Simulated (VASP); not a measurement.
# Al3GaN4 (Pm) in VASP: a series of runs

Runs on Al3GaN4. Level: r2SCAN. Tasks: single point.

All numbers are computed with VASP 6.6.1; they aren't measurements. Logs are shortened: lines on timing, memory, paths and dates and some standing lists are left out, and cuts for length are marked.

## Step 1: The cell of the first run

The structure is monoclinic, space group Pm (No. 6). Conventional cell: a = 5.038 Å, b = 3.125 Å, c = 5.410 Å, α = 90.00°, β = 90.03°, γ = 90.00°. Al (site symmetry m) has 4 N at 1.88 to 1.90 Å within 2.5 Å. Within 2.5 Å of Al (site symmetry m) lie 4 N at 1.89 to 1.90 Å. Al (site symmetry m) has 4 N at 1.89 to 1.90 Å within 2.5 Å. Within 2.6 Å of Ga (site symmetry m) lie 4 N at 1.93 to 1.96 Å. N (site symmetry m) has 3 Al at 1.89 Å and 1 Ga at 1.96 Å within 2.5 Å. Within 2.5 Å of N (site symmetry m) lie 4 Al at 1.90 Å. N (site symmetry m) has 2 Al at 1.88 to 1.89 Å and 2 Ga at 1.93 Å within 2.5 Å. N (site symmetry m) has 3 Al at 1.89 to 1.90 Å and 1 Ga at 1.94 Å within 2.5 Å.

## Step 2: Single point, r2SCAN

The input, POSCAR:

```
Al3GaN4
1.0
    5.0380821996      0.0000000000      0.0000609635
    0.0000000000      3.1249488268      0.0000000000
   -0.0032907417      0.0000000000      5.4103929806
Al Ga N
3 1 4
Direct
    0.5002216622      0.5000000000      0.1672550745
    0.0006683705      0.5000000000      0.8349019371
    0.0010043255      0.0000000000      0.3316444643
    0.4994946876      0.0000000000      0.6662044641
    0.1107069787      0.0000000000      0.6663170126
    0.1226755894      0.5000000000      0.1671322916
    0.6254135996      0.5000000000      0.8406810059
    0.6234137864      0.0000000000      0.3258647499
```

The input, INCAR.step1:

```
SYSTEM = Al3GaN4
ALGO = Normal ; EDIFF = 1E-4
ENCUT = 520 ; GGA = PE
ISMEAR = 0 ; LASPH = .True.
LCHARG = .False. ; LREAL = .False.
LWAVE = .True. ; NBANDS = 31
NELM = 60 ; PREC = Accurate
SIGMA = 0.02
```

The input, INCAR.step2:

```
SYSTEM = Al3GaN4
ALGO = Normal ; EDIFF = 1E-6
ENCUT = 520 ; ISIF = 2
ISMEAR = 0 ; ISTART = 1
LASPH = .True. ; LCHARG = .False.
LMIXTAU = .True. ; LREAL = .False.
LWAVE = .False. ; METAGGA = R2SCAN
NBANDS = 31 ; NELM = 60
PREC = Accurate ; SIGMA = 0.02
```

The input, KPOINTS:

```
k-points
0
Gamma
  6 8 4
  0 0 0
```

Potentials or basis: VASP PAW PBE potentials, release 64 (Al, Ga_d, N).

On the command line:

```bash
> cat potpaw_PBE.64/Al/POTCAR potpaw_PBE.64/Ga_d/POTCAR potpaw_PBE.64/N/POTCAR > POTCAR
> cp INCAR.step1 INCAR
> mpirun -np 1 vasp_std > vasp.out
> cp INCAR.step2 INCAR
> mpirun -np 1 vasp_std > vasp.out
```

OUTCAR:

```text
SYSTEM = Al3GaN4
   EDIFF = 1E-6
   ENCUT = 520
   ISIF = 2
   ISMEAR = 0
   ISTART = 1
   LASPH = .True.
   LREAL = .False.
   METAGGA = R2SCAN
   NELM = 60
   PREC = Accurate

 ion  position               nearest neighbor table
   1  0.500  0.500  0.167-   7 1.88   8 1.89   8 1.89   6 1.90   3 3.09   3 3.09   2 3.09   3 3.10
                             3 3.10   2 3.10   4 3.12   4 3.12   4 3.13   4 3.13
   2  0.001  0.500  0.835-   7 1.89   5 1.89   5 1.89   6 1.90   1 3.09   4 3.10   4 3.10   1 3.10
                             4 3.11   4 3.11   3 3.11   3 3.11   3 3.14   3 3.14
   3  0.001  0.000  0.332-   5 1.89   6 1.90   6 1.90   8 1.90   1 3.09   1 3.09   4 3.09   1 3.10
                             1 3.10   2 3.11   2 3.11   4 3.11   2 3.14   2 3.14
   4  0.499  0.000  0.666-   7 1.93   7 1.93   8 1.94   5 1.96   3 3.09   2 3.10   2 3.10   2 3.11
                             2 3.11   3 3.11   1 3.12   1 3.12   1 3.13   1 3.13
   5  0.111  0.000  0.666-   2 1.89   2 1.89   3 1.89   4 1.96
   6  0.123  0.500  0.167-   2 1.90   3 1.90   3 1.90   1 1.90
   7  0.625  0.500  0.841-   1 1.88   2 1.89   4 1.93   4 1.93
   8  0.623  0.000  0.326-   1 1.89   1 1.89   3 1.90   4 1.94

  LATTYP: Found a simple monoclinic cell.
 ALAT       =     5.0380822000
 B/A-ratio  =     0.6202655500
 C/A-ratio  =     1.0738995051
 COS(beta)  =    -0.0005961254

  Lattice vectors:

 A1 = (   5.0380821996,   0.0000000000,   0.0000609635)
 A2 = (   0.0000000000,   3.1249488268,   0.0000000000)
 A3 = (  -0.0032907417,   0.0000000000,   5.4103929806)

Analysis of symmetry for initial positions (statically):
=====================================================================
 Subroutine PRICEL returns:
 Original cell was already a primitive cell.

 Routine SETGRP: Setting up the symmetry group for a
 simple monoclinic supercell.

 Subroutine GETGRP returns: Found  2 space group operations
 (whereof  2 operations were pure point group operations)
 out of a pool of  4 trial point group operations.

The static configuration has the point symmetry C_1h.

Analysis of symmetry for dynamics (positions and initial velocities):
=====================================================================
 Subroutine PRICEL returns:
 Original cell was already a primitive cell.

 Routine SETGRP: Setting up the symmetry group for a
 simple monoclinic supercell.

 Subroutine GETGRP returns: Found  2 space group operations
 (whereof  2 operations were pure point group operations)
 out of a pool of  4 trial point group operations.

The dynamic configuration has the point symmetry C_1h.

 Subroutine INISYM returns: Found  2 space group operations
 (whereof  2 operations are pure point group operations),
 and found     1 'primitive' translations

----------------------------------------------------------------------------------------

                                     Primitive cell

  volume of cell :      85.1799

  direct lattice vectors                    reciprocal lattice vectors
     5.038082200  0.000000000  0.000060964     0.198488225  0.000000000  0.000120726
     0.000000000  3.124948827  0.000000000     0.000000000  0.320005240  0.000000000
    -0.003290742  0.000000000  5.410392981    -0.000002237  0.000000000  0.184829456

  length of vectors
     5.038082200  3.124948827  5.410393981     0.198488262  0.320005240  0.184829456

  position of ions in fractional coordinates (direct lattice)
     0.500221662  0.500000000  0.167255074
     0.000668371  0.500000000  0.834901937
     0.001004325  0.000000000  0.331644464
     0.499494688  0.000000000  0.666204464
     0.110706979  0.000000000  0.666317013
     0.122675589  0.500000000  0.167132292
     0.625413600  0.500000000  0.840681006
     0.623413786  0.000000000  0.325864750

  ion indices of the primitive-cell ions
   primitive index   ion index
                 1           1
                 2           2
                 3           3
                 4           4
                 5           5
                 6           6
                 7           7
                 8           8

----------------------------------------------------------------------------------------

 KPOINTS: k-points

Automatic generation of k-mesh.
 Grid dimensions read from file:
 generate k-points for:    6    8    4

 Generating k-lattice:

  Cartesian coordinates                     Fractional coordinates (reciprocal lattice)
     0.033081371  0.000000000  0.000020121     0.166666667  0.000000000  0.000000000
     0.000000000  0.040000655  0.000000000     0.000000000  0.125000000  0.000000000
    -0.000000559  0.000000000  0.046207364     0.000000000  0.000000000  0.250000000

  Length of vectors
     0.033081377  0.040000655  0.046207364

  Shift w.r.t. Gamma in fractional coordinates (k-lattice)
     0.000000000  0.000000000  0.000000000

 Subroutine IBZKPT returns following result:
 ===========================================

 Found     70 irreducible k-points:

 Following reciprocal coordinates:
            Coordinates               Weight
  0.000000  0.000000  0.000000      1.000000
  0.166667  0.000000 -0.000000      2.000000
  0.333333  0.000000  0.000000      2.000000
  0.500000  0.000000  0.000000      1.000000
  0.000000  0.125000  0.000000      2.000000
  0.166667  0.125000 -0.000000      4.000000
[... 16 lines left out ...]
  0.333333  0.000000  0.250000      2.000000
  0.500000  0.000000  0.250000      2.000000
 [... further k-points ...]
   k-points           NKPTS =     70   k-points in BZ     NKDIM =     70   number of bands    NBANDS=     31
   number of dos      NEDOS =    301   number of ions     NIONS =      8
   total plane-waves  NPLWV =  38400
   dimension x,y,z NGX =    40 NGY =   24 NGZ =   40
   dimension x,y,z NGXF=    80 NGYF=   48 NGZF=   80
   ions per type =               3   1   4
   NGX,Y,Z   is equivalent  to a cutoff of  13.20, 12.77, 12.29 a.u.
   NGXF,Y,Z  is equivalent  to a cutoff of  26.40, 25.54, 24.58 a.u.
 SYSTEM =  Al3GaN4
   PREC   = accura    normal or accurate (medium, high low for compatibility)
   ISTART =      1    job   : 0-new  1-cont  2-samecut
   ICHARG =      0    charge: 1-file 2-atom 10-const
   ISPIN  =      1    spin polarized calculation?
   LNONCOLLINEAR =      F non collinear calculations
   LSORBIT =      F    spin-orbit coupling
   LASPH  =      T    aspherical Exc in radial PAW
   ENCUT  =  520.0 eV  38.22 Ry    6.18 a.u.   9.37  5.81 10.06*2*pi/ulx,y,z
   NELM   =     60;   NELMIN=  2; NELMDL=  0     # of ELM steps
   EDIFF  = 0.1E-05   stopping-criterion for ELM
   LREAL  =      F    real-space projection
   EDIFFG = 0.1E-04   stopping-criterion for IOM
   NSW    =      0    number of steps for IOM
   IBRION =     -1    ionic relax: 0-MD 1-quasi-New 2-CG
   NFREE  =      0    steps in history (QN), initial steepest desc. (CG)
   ISIF   =      2    stress and relaxation
   ISYM   =      2    0-nonsym 1-usesym 2-fastsym
   POTIM  = 0.5000    time-step for ionic-motion
   TEBEG  =    0.0;   TEEND  =   0.0 temperature during run
   PSTRESS=    0.0 pullay stress
   NELECT =      42.0000    total number of electrons
   NUPDOWN=      -1.0000    fix difference up-down
   EMIN   =  10.00;   EMAX   =-10.00  energy-range for DOS
   EFERMI =   0.00;   METHOD = LEGACY
   ISMEAR =     0;   SIGMA  =   0.02  broadening in eV -4-tet -1-fermi 0-gaus
   EFERMI_NEDOS =   21; number of points for ismear=-14 and -15
   IALGO  =     38    algorithm
   IMIX   =      4    mixing-type and parameters
     AMIX     =   0.40;   BMIX     =  1.00
     AMIX_MAG =   1.60;   BMIX_MAG =  1.00
  volume/ion in A,a.u.               =      10.65        71.85
  Fermi-wavevector in a.u.,A,eV,Ry     =   1.293339  2.444056 22.758805  1.672725
  Thomas-Fermi vector in A             =   2.424990
   LORBIT       =      0    0 simple, 1 ext, 2 COOP (PROOUT), +10 PAW based schemes
   METAGGA = R2SCAN    functional components
   LHFCALC =     F    Hartree Fock is set to
   AEXX    =    0.0000 exact exchange contribution
   IVDW    =     0    specifies the selected vdW correction
   LEPSILON=     F    determine dielectric tensor
   LRPA    =     F    only Hartree local field effects (RPA)
 non-spin polarized calculation
 Gauss-broadening in eV      SIGMA  =   0.02
  energy-cutoff  :      520.00
  volume of cell :       85.18
 maximum number of plane-waves:      2328
 NGX is ok and might be reduce to    40
   NGX = 19   NGY = 11   NGZ = 21

 number of electron      41.9999992 magnetization

 Free energy of the ion-electron system (eV)
  ---------------------------------------------------
  ext. energy  EPLUGINS =         0.00000000
  ---------------------------------------------------
  free energy    TOTEN  =       -79.56036427 eV

  energy without entropy =      -79.56036427  energy(sigma->0) =      -79.56036427

 E-fermi :   5.8098     XC(G=0): -11.7493

 val. band max:        5.6580049648   @ k =   0.0000   0.0000   0.0000
 cond. band min:       9.8206969003   @ k =   0.0000   0.0000   0.0000
 fundamental gap:      4.1626919355
 Fermi energy:         5.8097698808

 k-point     1 :       0.0000    0.0000    0.0000
  band No.  band energies     occupation
      1     -10.5022      2.00000
      2      -9.0258      2.00000
      3      -8.9878      2.00000
      4      -8.1742      2.00000
      5      -7.5228      2.00000
      6      -7.4136      2.00000
[... 23 lines left out ...]
     30      17.5685      0.00000
     31      17.6349      0.00000

 k-point     2 :       0.1667    0.0000   -0.0000
  band No.  band energies     occupation
      1     -10.4043      2.00000
      2      -9.0671      2.00000
      3      -8.9870      2.00000
      4      -8.2295      2.00000
      5      -7.5230      2.00000
      6      -7.4162      2.00000
[... 23 lines left out ...]
     30      17.4684      0.00000
     31      17.7446      0.00000

 k-point     3 :       0.3333    0.0000    0.0000
  band No.  band energies     occupation
      1     -10.1315      2.00000
      2      -9.2921      2.00000
      3      -8.9479      2.00000
      4      -8.3166      2.00000
      5      -7.5234      2.00000
      6      -7.4222      2.00000
[... 703 lines left out ...]
     30      17.4194      0.00000
     31      17.7532      0.00000

 k-point    24 :       0.5000    0.0000    0.2500
  band No.  band energies     occupation
      1      -9.7140      2.00000
      2      -9.4249      2.00000
      3      -9.0150      2.00000
      4      -8.5255      2.00000
      5      -7.5239      2.00000
      6      -7.4205      2.00000
[... 23 lines left out ...]
     30      17.3923      0.00000
     31      17.9375      0.00000

 [... further k-points ...]
[... 5 lines left out ...]
  --------------------------------------------------------------------------------------
  -------------------------------------------------------------------------------------
  Total        0.0158233     -0.0051826      0.0032600      0.0000000      0.0000000     -0.0032780
  in kB        0.2976257     -0.0974821      0.0613193      0.0000000      0.0000000     -0.0616575
  external PRESSURE =       0.0871543 kB  Pullay stress =       0.0000000 kB

 VOLUME and BASIS-vectors are now :
 -----------------------------------------------------------------------------
  energy-cutoff  :      520.00
  volume of cell :       85.18
      direct lattice vectors                 reciprocal lattice vectors
     5.038082200  0.000000000  0.000060964     0.198488225  0.000000000  0.000120726
     0.000000000  3.124948827  0.000000000     0.000000000  0.320005240  0.000000000
    -0.003290742  0.000000000  5.410392981    -0.000002237  0.000000000  0.184829456

 POSITION                                       TOTAL-FORCE (eV/Angst)
 -----------------------------------------------------------------------------------
      2.51961      1.56247      0.90495         0.006981      0.000000      0.001169
      0.00062      1.56247      4.51715        -0.002515      0.000000      0.004515
      0.00397      0.00000      1.79433        -0.000692      0.000000     -0.002487
      2.51430      0.00000      3.60446         0.004797      0.000000     -0.009291
      0.55556      0.00000      3.60504        -0.073868      0.000000      0.001056
      0.61750      1.56247      0.90426        -0.002213      0.000000     -0.000136
      3.14812      1.56247      4.54845         0.047033      0.000000      0.077811
      3.13974      0.00000      1.76309         0.020478      0.000000     -0.072636
 -----------------------------------------------------------------------------------
    total drift:                                0.050781      0.000000     -0.006903

  FREE ENERGIE OF THE ION-ELECTRON SYSTEM (eV)
  ---------------------------------------------------
  free  energy   TOTEN  =       -79.5603642735 eV

  energy  without entropy=      -79.5603642735  energy(sigma->0) =      -79.56036427
```

Run time: 7.5 min. Hardware: 1 thread of Intel Xeon Platinum 8488C (Sapphire Rapids), shared host; peak memory 0.31 GiB.

Results:

```yaml
Free_energy: -79.5604 eV
Pressure: 0.0 GPa
Largest_force: 0.091 eV/Å
Band_gap_on_the_k_mesh: 4.16 eV, direct
```

Forces in eV/Å, atoms in the order of the input:
```
Al   0.007  0.000  0.001
Al  -0.003  0.000  0.005
Al  -0.001  0.000 -0.002
Ga   0.005  0.000 -0.009
N   -0.074  0.000  0.001
N   -0.002  0.000  0.000
N    0.047  0.000  0.078
N    0.020  0.000 -0.073
```

Levels at points of the mesh, in eV from the valence-band top:
```
           k point  band 17  band 18  band 19  band 20  band 21  band 22  band 23  band 24  band 25  band 26
(0.00, 0.00, 0.00)    -0.92    -0.77    -0.09    -0.01     0.00     4.16     6.23     6.60     6.83     8.47
(0.50, 0.00, 0.00)    -1.32    -0.70    -0.70    -0.32    -0.26     5.54     5.93     6.40     6.87     9.40
(0.00, 0.50, 0.00)    -2.92    -1.94    -1.84    -1.57    -1.52     6.35     6.37     8.39     8.50     8.82
(0.50, 0.50, 0.00)    -2.99    -1.23    -1.21    -1.19    -0.88     6.85     7.23     7.25     7.28     9.08
(0.00, 0.00, 0.50)    -1.60    -0.59    -0.59    -0.40    -0.19     6.19     6.54     7.79     8.24     8.62
(0.50, 0.00, 0.50)    -1.45    -1.25    -1.20    -1.17    -0.72     6.58     6.87     7.09     7.23     8.95
(0.00, 0.50, 0.50)    -2.26    -1.92    -1.86    -0.82    -0.65     5.94     6.31     6.52     6.61     7.79
(0.50, 0.50, 0.50)    -1.62    -1.57    -1.47    -1.42    -1.19     5.40     5.83     5.87     5.91     8.58
```

Caveat: the PAW data sets were made with another functional, which shifts forces and pressure a little. r2SCAN opens gaps a little over a GGA but as a rule still falls short of measured ones.

## Step 3: Single point, r2SCAN

This run uses another cell than the first one, of 10.49 Å³/atom, 0.985 times its volume.

The input, POSCAR:

```
Al3GaN4
1.0
    5.0380821729      0.0000000000      0.0000450499
    0.0000000000      3.1249488270      0.0000000000
   -0.0031768959      0.0000000000      5.3292371247
Al Ga N
3 1 4
Direct
    0.4997584767      0.5000000000      0.1677264242
    0.0000833482      0.5000000000      0.8345686809
    0.0004488449      0.0000000000      0.3311169942
    0.4985839173      0.0000000000      0.6667473252
    0.1111385165      0.0000000000      0.6677932141
    0.1234184275      0.5000000000      0.1685733980
    0.6261063409      0.5000000000      0.8391552742
    0.6240611278      0.0000000000      0.3243196891
```

The input, INCAR.step1:

```
PREC     = Accurate       # precision mode
ENCUT    = 520            # plane-wave cutoff, eV
ISMEAR   = 0              # smearing method
SIGMA    = 0.02           # smearing width, eV
LREAL    = F              # projectors in reciprocal space
LASPH    = T              # aspherical terms in the spheres
NELM     = 100            # most SCF steps
NBANDS   = 31             # bands
GGA      = PE             # functional
ALGO     = Normal         # electronic algorithm
EDIFF    = 1E-4           # SCF threshold, eV
LWAVE    = T              # write WAVECAR
LCHARG   = F              # write CHGCAR
```

The input, INCAR.step2:

```
PREC     = Accurate       # precision mode
ENCUT    = 520            # plane-wave cutoff, eV
EDIFF    = 1E-6           # SCF threshold, eV
ISMEAR   = 0              # smearing method
SIGMA    = 0.02           # smearing width, eV
LREAL    = F              # projectors in reciprocal space
LASPH    = T              # aspherical terms in the spheres
NELM     = 100            # most SCF steps
ALGO     = Normal         # electronic algorithm
ISIF     = 2              # what is computed and relaxed
LWAVE    = F              # write WAVECAR
LCHARG   = F              # write CHGCAR
METAGGA  = R2SCAN         # meta-GGA
LMIXTAU  = T            
NBANDS   = 31             # bands
ISTART   = 1
```

The input, KPOINTS:

```
Automatic mesh
0
Gamma
  6 8 4
```

Potentials or basis: VASP PAW PBE potentials, release 64 (Al, Ga_d, N).

On the command line:

```bash
> cat potpaw_PBE.64/Al/POTCAR potpaw_PBE.64/Ga_d/POTCAR potpaw_PBE.64/N/POTCAR > POTCAR
> cp INCAR.step1 INCAR
> mpirun -np 1 vasp_std > vasp.out
> cp INCAR.step2 INCAR
> mpirun -np 1 vasp_std > vasp.out
```

It took 3.7 min on 1 thread of Intel Xeon 6975P-C (Granite Rapids), shared host; peak memory 0.3 GiB.

It converged, with:

- Free energy: -79.5347 eV
- Pressure: 3.3 GPa
- Largest force: 0.094 eV/Å
- Band gap on the k mesh: 4.29 eV, direct

Forces on the atoms (eV/Å):
```
Al   0.003  0.000  0.002
Al  -0.004  0.000  0.003
Al  -0.001  0.000  0.000
Ga   0.001  0.000 -0.018
N   -0.074  0.000  0.003
N    0.000  0.000  0.003
N    0.051  0.000  0.079
N    0.023  0.000 -0.072
```

Stress tensor (GPa, compression positive):
```
1.59 0.00 0.01
0.00 2.20 0.00
0.01 0.00 6.11
```

Levels at points of the mesh, in eV from the valence-band top:
```tsv
k point	band 19	band 20	band 21	band 22	band 23	band 24
(0.00, 0.00, 0.00)	-0.05	-0.01	0.00	4.29	6.20	6.55
(0.50, 0.00, 0.00)	-0.61	-0.27	-0.21	5.57	5.95	6.54
(0.00, 0.50, 0.00)	-1.85	-1.58	-1.54	6.36	6.38	8.54
(0.50, 0.50, 0.00)	-1.24	-1.22	-0.92	6.91	7.31	7.33
(0.00, 0.00, 0.50)	-0.61	-0.39	-0.24	6.28	6.61	7.83
(0.50, 0.00, 0.50)	-1.26	-1.24	-0.77	6.64	6.92	7.15
(0.00, 0.50, 0.50)	-1.91	-0.77	-0.58	6.12	6.33	6.69
(0.50, 0.50, 0.50)	-1.48	-1.34	-1.23	5.45	5.88	5.92
```

Caveat: the PAW data sets were made with another functional, which shifts forces and pressure a little.
